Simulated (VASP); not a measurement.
# Mg3H4O5 (P-3m1) in VASP: a series of runs

The runs below take Mg3H4O5 through single point, with r2SCAN.

All numbers are computed with VASP 6.6.1; they aren't measurements. Logs are shortened: lines on timing, memory, paths and dates and some standing lists are left out, and cuts for length are marked.

### 1 The cell of the first run

The structure is trigonal, space group P-3m1 (No. 164). The conventional cell has a = 3.083 Å, b = 3.083 Å, c = 12.163 Å, α = 90.00°, β = 90.00°, γ = 120.00°. Mg (site symmetry -3m) has 6 O at 2.07 Å and 6 H at 2.68 Å within 2.7 Å. Mg (site symmetry 3m) has 6 O at 2.06 to 2.15 Å and 3 H at 2.68 Å within 2.7 Å. H (site symmetry 3m) has 1 O at 0.96 Å within 1.3 Å. H (site symmetry 3m) has 1 O at 0.96 Å within 1.3 Å. Within 1.3 Å of O (site symmetry 3m) lie 1 H at 0.96 Å. Within 1.3 Å of O (site symmetry 3m) lie 1 H at 0.96 Å. O (site symmetry -3m) has 6 Mg at 2.15 Å and 6 O at 2.88 Å within 2.9 Å.

### 2 Single point, r2SCAN

POSCAR reads:

```
Mg3H4O5
1.0
    3.0834592173      0.0000000000      0.0000000000
   -1.5417296086      2.6703540137      0.0000000000
    0.0000000000      0.0000000000     12.1628119436
Mg H O
3 4 5
Direct
    0.0000000000      0.0000000000      0.5000000000
    0.6666666667      0.3333333333      0.9004040463
    0.3333333333      0.6666666667      0.0995959537
    0.3333333333      0.6666666667      0.3351510311
    0.6666666667      0.3333333333      0.6648489689
    0.3333333333      0.6666666667      0.7355162195
    0.6666666667      0.3333333333      0.2644837805
    0.3333333333      0.6666666667      0.4138566669
    0.6666666667      0.3333333333      0.5861433331
    0.3333333333      0.6666666667      0.8143821186
    0.6666666667      0.3333333333      0.1856178814
    0.0000000000      0.0000000000      0.0000000000
```

INCAR.step1 reads:

```
SYSTEM = Mg3H4O5
PREC = Accurate
ENCUT = 520
ISMEAR = 0
SIGMA = 0.1
LREAL = .FALSE.
LASPH = .TRUE.
NELM = 60
NBANDS = 32
GGA = PE
ALGO = Normal
EDIFF = 1E-4
LWAVE = .TRUE.
LCHARG = .FALSE.
```

INCAR.step2 reads:

```
SYSTEM = Mg3H4O5
PREC = Accurate
ENCUT = 520
EDIFF = 1E-6
ISMEAR = 0
SIGMA = 0.1
LREAL = .FALSE.
LASPH = .TRUE.
NELM = 60
ALGO = Normal
ISIF = 2
LWAVE = .FALSE.
LCHARG = .FALSE.
METAGGA = R2SCAN
LMIXTAU = .TRUE.
NBANDS = 32
ISTART = 1
```

KPOINTS reads:

```
Automatic mesh
0
G
  6 6 2
  0 0 0
```

Potentials or basis: VASP PAW PBE potentials, release 64 (Mg, H, O).

On the command line:

```console
$ cat potpaw_PBE.64/Mg/POTCAR potpaw_PBE.64/H/POTCAR potpaw_PBE.64/O/POTCAR > POTCAR
$ cp INCAR.step1 INCAR
$ mpirun -np 1 vasp_std > vasp.out
$ cp INCAR.step2 INCAR
$ mpirun -np 1 vasp_std > vasp.out
```

OUTCAR:

```text
SYSTEM = Mg3H4O5
   PREC = Accurate
   ENCUT = 520
   EDIFF = 1E-6
   ISMEAR = 0
   LREAL = .FALSE.
   LASPH = .TRUE.
   NELM = 60
   ISIF = 2
   METAGGA = R2SCAN
   ISTART = 1

 ion  position               nearest neighbor table
   1  0.000  0.000  0.500-   8 2.07   9 2.07   8 2.07   9 2.07   9 2.07   8 2.07
   2  0.667  0.333  0.900-  10 2.06  10 2.06  10 2.06  12 2.15  12 2.15  12 2.15   3 3.01   3 3.01
                             3 3.01
   3  0.333  0.667  0.100-  11 2.06  11 2.06  11 2.06  12 2.15  12 2.15  12 2.15   2 3.01   2 3.01
                             2 3.01
   4  0.333  0.667  0.335-   8 0.96
   5  0.667  0.333  0.665-   9 0.96
   6  0.333  0.667  0.736-  10 0.96
   7  0.667  0.333  0.264-  11 0.96
   8  0.333  0.667  0.414-   4 0.96   1 2.07   1 2.07   1 2.07
   9  0.667  0.333  0.586-   5 0.96   1 2.07   1 2.07   1 2.07
  10  0.333  0.667  0.814-   6 0.96   2 2.06   2 2.06   2 2.06
  11  0.667  0.333  0.186-   7 0.96   3 2.06   3 2.06   3 2.06
  12  0.000  0.000  0.000-   2 2.15   3 2.15   3 2.15   2 2.15   2 2.15   3 2.15

  LATTYP: Found a hexagonal cell.
 ALAT       =     3.0834592173
 C/A-ratio  =     3.9445347211

  Lattice vectors:

 A1 = (   3.0834592173,   0.0000000000,   0.0000000000)
 A2 = (  -1.5417296086,   2.6703540137,   0.0000000000)
 A3 = (   0.0000000000,   0.0000000000,  12.1628119436)

Analysis of symmetry for initial positions (statically):
=====================================================================
 Subroutine PRICEL returns:
 Original cell was already a primitive cell.

 Routine SETGRP: Setting up the symmetry group for a
 hexagonal supercell.

 Subroutine GETGRP returns: Found 12 space group operations
 (whereof 12 operations were pure point group operations)
 out of a pool of 24 trial point group operations.

The static configuration has the point symmetry D_3d.

Analysis of symmetry for dynamics (positions and initial velocities):
=====================================================================
 Subroutine PRICEL returns:
 Original cell was already a primitive cell.

 Routine SETGRP: Setting up the symmetry group for a
 hexagonal supercell.

 Subroutine GETGRP returns: Found 12 space group operations
 (whereof 12 operations were pure point group operations)
 out of a pool of 24 trial point group operations.

The dynamic configuration has the point symmetry D_3d.

 Subroutine INISYM returns: Found 12 space group operations
 (whereof 12 operations are pure point group operations),
 and found     1 'primitive' translations

----------------------------------------------------------------------------------------

                                     Primitive cell

  volume of cell :     100.1477

  direct lattice vectors                    reciprocal lattice vectors
     3.083459217  0.000000000  0.000000000     0.324311084  0.187241091  0.000000000
    -1.541729609  2.670354014  0.000000000     0.000000000  0.374482183  0.000000000
     0.000000000  0.000000000 12.162811944     0.000000000  0.000000000  0.082217830

  length of vectors
     3.083459217  3.083459217 12.162811944     0.374482183  0.374482183  0.082217830

  position of ions in fractional coordinates (direct lattice)
     0.000000000  0.000000000  0.500000000
     0.666666667  0.333333333  0.900404046
     0.333333333  0.666666667  0.099595954
     0.333333333  0.666666667  0.335151031
     0.666666667  0.333333333  0.664848969
     0.333333333  0.666666667  0.735516219
     0.666666667  0.333333333  0.264483781
     0.333333333  0.666666667  0.413856667
     0.666666667  0.333333333  0.586143333
     0.333333333  0.666666667  0.814382119
     0.666666667  0.333333333  0.185617881
     0.000000000  0.000000000  0.000000000

  ion indices of the primitive-cell ions
   primitive index   ion index
                 1           1
                 2           2
                 3           3
                 4           4
                 5           5
                 6           6
                 7           7
                 8           8
                 9           9
                10          10
                11          11
                12          12

----------------------------------------------------------------------------------------

 KPOINTS: Automatic mesh

Automatic generation of k-mesh.
 Grid dimensions read from file:
 generate k-points for:    6    6    2

 Generating k-lattice:

  Cartesian coordinates                     Fractional coordinates (reciprocal lattice)
     0.054051847  0.031206849  0.000000000     0.166666667  0.000000000  0.000000000
     0.000000000  0.062413697  0.000000000     0.000000000  0.166666667  0.000000000
     0.000000000  0.000000000  0.041108915     0.000000000  0.000000000  0.500000000

  Length of vectors
     0.062413697  0.062413697  0.041108915

  Shift w.r.t. Gamma in fractional coordinates (k-lattice)
     0.000000000  0.000000000  0.000000000

[... 39 lines left out ...]
   EDIFF  = 0.1E-05   stopping-criterion for ELM
   LREAL  =      F    real-space projection
   EDIFFG = 0.1E-04   stopping-criterion for IOM
   NSW    =      0    number of steps for IOM
   IBRION =     -1    ionic relax: 0-MD 1-quasi-New 2-CG
   NFREE  =      0    steps in history (QN), initial steepest desc. (CG)
   ISIF   =      2    stress and relaxation
   ISYM   =      2    0-nonsym 1-usesym 2-fastsym
   POTIM  = 0.5000    time-step for ionic-motion
   TEBEG  =    0.0;   TEEND  =   0.0 temperature during run
   PSTRESS=    0.0 pullay stress
   NELECT =      40.0000    total number of electrons
   NUPDOWN=      -1.0000    fix difference up-down
   EMIN   =  10.00;   EMAX   =-10.00  energy-range for DOS
   EFERMI =   0.00;   METHOD = LEGACY
   ISMEAR =     0;   SIGMA  =   0.10  broadening in eV -4-tet -1-fermi 0-gaus
   EFERMI_NEDOS =   21; number of points for ismear=-14 and -15
   IALGO  =     38    algorithm
   IMIX   =      4    mixing-type and parameters
     AMIX     =   0.40;   BMIX     =  1.00
     AMIX_MAG =   1.60;   BMIX_MAG =  1.00
  volume/ion in A,a.u.               =       8.35        56.32
  Fermi-wavevector in a.u.,A,eV,Ry     =   1.205631  2.278313 19.776702  1.453547
  Thomas-Fermi vector in A             =   2.341322
   LORBIT       =      0    0 simple, 1 ext, 2 COOP (PROOUT), +10 PAW based schemes
   METAGGA = R2SCAN    functional components
   LHFCALC =     F    Hartree Fock is set to
   AEXX    =    0.0000 exact exchange contribution
   IVDW    =     0    specifies the selected vdW correction
   LEPSILON=     F    determine dielectric tensor
   LRPA    =     F    only Hartree local field effects (RPA)
 non-spin polarized calculation
 Gauss-broadening in eV      SIGMA  =   0.10
  energy-cutoff  :      520.00
  volume of cell :      100.15
 maximum number of plane-waves:      2720
 NGX is ok and might be reduce to    24
   NGX = 11   NGY = 11   NGZ = 45

 number of electron      40.0000012 magnetization

 Free energy of the ion-electron system (eV)
  ---------------------------------------------------
  ext. energy  EPLUGINS =         0.00000000
  ---------------------------------------------------
  free energy    TOTEN  =       -80.80977816 eV

  energy without entropy =      -80.80977816  energy(sigma->0) =      -80.80977816

 E-fermi :   1.2512     XC(G=0): -10.3922

 val. band max:        0.7602493379   @ k =   0.0000   0.0000   0.0000
 cond. band min:       5.2901764118   @ k =   0.0000   0.0000   0.0000
 fundamental gap:      4.5299270739
 Fermi energy:         1.2512248870

 k-point     1 :       0.0000    0.0000    0.0000
  band No.  band energies     occupation
      1     -19.0387      2.00000
      2     -18.7369      2.00000
      3     -18.4861      2.00000
      4     -18.1488      2.00000
      5     -16.1717      2.00000
      6      -6.6701      2.00000
[... 24 lines left out ...]
     31      17.5047      0.00000
     32      17.5047      0.00000
[... 424 lines left out ...]
      2     -18.1298      2.00000
      3     -18.0872      2.00000
      4     -18.0872      2.00000
      5     -15.5205      2.00000
      6      -5.1264      2.00000
[... 24 lines left out ...]
     31      14.6895      0.00000
     32      14.9373      0.00000

------------------------ aborting loop because EDIFF is reached ----------------------------------------

  FORCE on cell =-STRESS in cart. coord.  units (eV):
  Direction    XX          YY          ZZ          XY          YZ          ZX
  --------------------------------------------------------------------------------------
  -------------------------------------------------------------------------------------
  Total       -0.4373438     -0.4373438      0.0108575     -0.0000000      0.0000000      0.0000000
  in kB       -6.9966883     -6.9966883      0.1737000     -0.0000000      0.0000000      0.0000000
  external PRESSURE =      -4.6065589 kB  Pullay stress =       0.0000000 kB

 VOLUME and BASIS-vectors are now :
 -----------------------------------------------------------------------------
  energy-cutoff  :      520.00
  volume of cell :      100.15
      direct lattice vectors                 reciprocal lattice vectors
     3.083459217  0.000000000  0.000000000     0.324311084  0.187241091  0.000000000
    -1.541729609  2.670354014  0.000000000     0.000000000  0.374482183  0.000000000
     0.000000000  0.000000000 12.162811944     0.000000000  0.000000000  0.082217830

 POSITION                                       TOTAL-FORCE (eV/Angst)
 -----------------------------------------------------------------------------------
      0.00000      0.00000      6.08141        -0.000000     -0.000000      0.000000
      1.54173      0.89012     10.95145         0.000000     -0.000000      0.006487
     -0.00000      1.78024      1.21137        -0.000000     -0.000000     -0.006487
     -0.00000      1.78024      4.07638        -0.000000     -0.000000     -0.197075
      1.54173      0.89012      8.08643        -0.000000     -0.000000      0.197075
     -0.00000      1.78024      8.94595        -0.000000      0.000000     -0.166821
      1.54173      0.89012      3.21687        -0.000000     -0.000000      0.166821
     -0.00000      1.78024      5.03366        -0.000000     -0.000000      0.194177
      1.54173      0.89012      7.12915        -0.000000      0.000000     -0.194177
     -0.00000      1.78024      9.90518        -0.000000     -0.000000      0.187255
      1.54173      0.89012      2.25764        -0.000000      0.000000     -0.187255
      0.00000      0.00000      0.00000        -0.000000     -0.000000      0.000000
 -----------------------------------------------------------------------------------
    total drift:                               -0.000000      0.000000      0.000000

  FREE ENERGIE OF THE ION-ELECTRON SYSTEM (eV)
  ---------------------------------------------------
  free  energy   TOTEN  =       -80.8097781639 eV

  energy  without entropy=      -80.8097781639  energy(sigma->0) =      -80.80977816
```

Wall time 2.5 min (1 thread of Intel Xeon Platinum 8488C (Sapphire Rapids), shared host); peak memory 0.25 GiB.

What came out:

| Quantity | Value |
| --- | --- |
| Free energy | -80.8098 eV |
| Pressure | -0.5 GPa |
| Largest force | 0.197 eV/Å |
| Band gap on the k mesh | 4.53 eV |

Forces on the atoms (eV/Å):
```
Mg   0.000  0.000  0.000
Mg   0.000  0.000  0.006
Mg   0.000  0.000 -0.006
H    0.000  0.000 -0.197
H    0.000  0.000  0.197
H    0.000  0.000 -0.167
H    0.000  0.000  0.167
O    0.000  0.000  0.194
O    0.000  0.000 -0.194
O    0.000  0.000  0.187
O    0.000  0.000 -0.187
O    0.000  0.000  0.000
```

Stress tensor (GPa, compression positive):
```
-0.70  0.00  0.00
 0.00 -0.70  0.00
 0.00  0.00  0.02
```

Caveat: the PAW data sets were made with another functional, which shifts forces and pressure a little.

### 3 Single point, r2SCAN

This run uses another cell than the first one, of 8.92 Å³/atom.

POSCAR reads:

```
Mg3H4O5
1.0
    3.1119995425      0.0000000000      0.0000000000
   -1.5559997712      2.6950706604      0.0000000000
    0.0000000000      0.0000000000     12.7680000000
Mg H O
3 4 5
Direct
    0.0000000000      0.0000000000      0.5000000000
    0.6666666667      0.3333333333      0.9033000000
    0.3333333333      0.6666666667      0.0967000000
    0.3333333333      0.6666666667      0.3359000000
    0.6666666667      0.3333333333      0.6641000000
    0.3333333333      0.6666666667      0.7382000000
    0.6666666667      0.3333333333      0.2618000000
    0.3333333333      0.6666666667      0.4134000000
    0.6666666667      0.3333333333      0.5866000000
    0.3333333333      0.6666666667      0.8158000000
    0.6666666667      0.3333333333      0.1842000000
    0.0000000000      0.0000000000      0.0000000000
```

INCAR.step1 reads:

```
PREC = Accurate ; ENCUT = 520
ISMEAR = 0 ; SIGMA = 0.1
LREAL = F ; LASPH = T
NELM = 100 ; NBANDS = 32
GGA = PE ; ALGO = Normal
EDIFF = 1E-4 ; LWAVE = T
LCHARG = F
```

INCAR.step2 reads:

```
PREC = Accurate ; ENCUT = 520
EDIFF = 1E-6 ; ISMEAR = 0
SIGMA = 0.1 ; LREAL = F
LASPH = T ; NELM = 100
ALGO = Normal ; ISIF = 2
LWAVE = F ; LCHARG = T
METAGGA = R2SCAN ; LMIXTAU = T
LELF = T ; LVHAR = T
NBANDS = 32 ; ISTART = 1
```

KPOINTS reads:

```
regular mesh
0
Gamma
  6 6 2
```

Potentials or basis: VASP PAW PBE potentials, release 64 (Mg, H, O).

On the command line:

```console
$ cat potpaw_PBE.64/Mg/POTCAR potpaw_PBE.64/H/POTCAR potpaw_PBE.64/O/POTCAR > POTCAR
$ cp INCAR.step1 INCAR
$ mpirun -np 1 vasp_std > vasp.out
$ cp INCAR.step2 INCAR
$ mpirun -np 1 vasp_std > vasp.out
```

Run time: 2.4 min. Hardware: 1 thread of Intel Xeon Platinum 8488C (Sapphire Rapids), shared host; peak memory 0.25 GiB.

The run converged. Its results:

| Quantity | Value |
| --- | --- |
| Free energy | -80.5327 eV |
| Pressure | -8.8 GPa |
| Largest force | 1.368 eV/Å |
| Band gap on the k mesh | 4.34 eV |

Forces in eV/Å, atoms in the order of the input:
```
Mg   0.000  0.000  0.000
Mg   0.000  0.000 -0.562
Mg   0.000  0.000  0.562
H    0.000  0.000  1.353
H    0.000  0.000 -1.353
H    0.000  0.000  1.368
H    0.000  0.000 -1.368
O    0.000  0.000 -0.590
O    0.000  0.000  0.590
O    0.000  0.000 -0.488
O    0.000  0.000  0.488
O    0.000  0.000  0.000
```

Stress tensor (GPa, compression positive):
```
 -4.46   0.00   0.00
  0.00  -4.46   0.00
  0.00   0.00 -17.46
```

Levels at points of the mesh, in eV from the valence-band top:
| k point | band 18 | band 19 | band 20 | band 21 | band 22 | band 23 |
| --- | --- | --- | --- | --- | --- | --- |
| (0.00, 0.00, 0.00) | -0.20 | 0.00 | 0.00 | 4.34 | 5.59 | 6.77 |
| (0.50, 0.00, 0.00) | -0.80 | -0.58 | -0.49 | 7.89 | 8.15 | 8.98 |
| (0.00, 0.00, 0.50) | -0.19 | 0.00 | 0.00 | 4.75 | 4.94 | 7.13 |
| (0.50, 0.00, 0.50) | -0.79 | -0.63 | -0.47 | 7.89 | 8.29 | 8.65 |

Caveat: the stress differs along the axes, from -17 to -4 GPa; the PAW data sets were made with another functional, which shifts forces and pressure a little.

### 4 Single point, r2SCAN

This run uses another cell than the first one, of 8.32 Å³/atom.

POSCAR reads:

```
Mg3H4O5
1.0
    3.0876217716      0.0000000000      0.0000000000
   -1.5438108858      2.6739588915      0.0000000000
    0.0000000000      0.0000000000     12.0908004807
Mg H O
3 4 5
Direct
    0.0000000000      0.0000000000      0.5000000000
    0.6666666667      0.3333333333      0.8999391411
    0.3333333333      0.6666666667      0.1000608589
    0.3333333333      0.6666666667      0.3342145731
    0.6666666667      0.3333333333      0.6657854269
    0.3333333333      0.6666666667      0.7342355025
    0.6666666667      0.3333333333      0.2657644975
    0.3333333333      0.6666666667      0.4133997222
    0.6666666667      0.3333333333      0.5866002778
    0.3333333333      0.6666666667      0.8135534071
    0.6666666667      0.3333333333      0.1864465929
    0.0000000000      0.0000000000      0.0000000000
```

INCAR.step1 reads:

```
SYSTEM = Mg3H4O5
PREC = Accurate
ENCUT = 520
ISMEAR = 0
SIGMA = 0.02
LREAL = .FALSE.
LASPH = .TRUE.
NELM = 60
NBANDS = 32
GGA = PE
ALGO = Normal
EDIFF = 1E-4
LWAVE = .TRUE.
LCHARG = .FALSE.
```

INCAR.step2 reads:

```
SYSTEM = Mg3H4O5
PREC = Accurate
ENCUT = 520
EDIFF = 1E-6
ISMEAR = 0
SIGMA = 0.02
LREAL = .FALSE.
LASPH = .TRUE.
NELM = 60
ALGO = Normal
ISIF = 2
LWAVE = .FALSE.
LCHARG = .FALSE.
METAGGA = R2SCAN
LMIXTAU = .TRUE.
NBANDS = 32
ISTART = 1
```

KPOINTS reads:

```
Automatic mesh
0
G
  12 12 2
  0 0 0
```

On the command line:

```console
$ cat potpaw_PBE.64/Mg/POTCAR potpaw_PBE.64/H/POTCAR potpaw_PBE.64/O/POTCAR > POTCAR
$ cp INCAR.step1 INCAR
$ mpirun -np 1 vasp_std > vasp.out
$ cp INCAR.step2 INCAR
$ mpirun -np 1 vasp_std > vasp.out
```

Wall time 5.1 min (1 thread of Intel Xeon Platinum 8488C (Sapphire Rapids), shared host); peak memory 0.28 GiB.

The run converged. Its results:

| Property | Result |
| --- | --- |
| Free energy | -80.8109 eV |
| Pressure | -0.5 GPa |
| Largest force | 0.206 eV/Å |
| Band gap on the k mesh | 4.57 eV |

Forces in eV/Å, atoms in the order of the input:
```
Mg   0.000  0.000  0.000
Mg   0.000  0.000  0.014
Mg   0.000  0.000 -0.014
H    0.000  0.000 -0.191
H    0.000  0.000  0.191
H    0.000  0.000 -0.187
H    0.000  0.000  0.187
O    0.000  0.000  0.206
O    0.000  0.000 -0.206
O    0.000  0.000  0.204
O    0.000  0.000 -0.204
O    0.000  0.000  0.000
```

Stress tensor (GPa, compression positive):
```
-1.02  0.00  0.00
 0.00 -1.02  0.00
 0.00  0.00  0.38
```

Levels at points of the mesh, in eV from the valence-band top:
```tsv
k point	band 18	band 19	band 20	band 21	band 22	band 23
(0.00, 0.00, 0.00)	-0.60	0.00	0.00	4.57	5.78	7.28
(0.50, 0.00, 0.00)	-0.98	-0.74	-0.55	8.23	8.40	9.26
(0.00, 0.00, 0.50)	-0.60	0.00	0.00	4.95	5.22	7.55
(0.50, 0.00, 0.50)	-1.01	-0.73	-0.54	8.18	8.61	8.93
```

Caveat: the PAW data sets were made with another functional, which shifts forces and pressure a little. r2SCAN opens gaps a little over a GGA but as a rule still falls short of measured ones.

### 5 Overview

```tsv
cell	k mesh	smearing	gap on the mesh (eV)	pressure (GPa)	largest force (eV/Å)
a = 3.083, b = 3.083, c = 12.163 Å, angles 90.0, 90.0, 120.0°, 12 atoms, atomic positions A	6 × 6 × 2	gaussian 0.1 eV	4.53	-0.5	0.20
a = 3.112, b = 3.112, c = 12.768 Å, angles 90.0, 90.0, 120.0°, 12 atoms, atomic positions B	6 × 6 × 2	gaussian 0.1 eV	4.34	-8.8	1.37
a = 3.088, b = 3.088, c = 12.091 Å, angles 90.0, 90.0, 120.0°, 12 atoms, atomic positions C	12 × 12 × 2	gaussian 0.02 eV	4.57	-0.5	0.21
```

Alike in all rows: task single point; level r2SCAN; potentials or basis VASP PAW PBE potentials, release 64 (Mg, H, O); no spin polarisation; cutoff (eV) 520.

Caveats: the PAW data sets were made with another functional, which shifts forces and pressure a little; the stress differs along the axes, from -17 to -4 GPa (at least some runs).

Absolute energies hang on the potentials; compare differences alone.
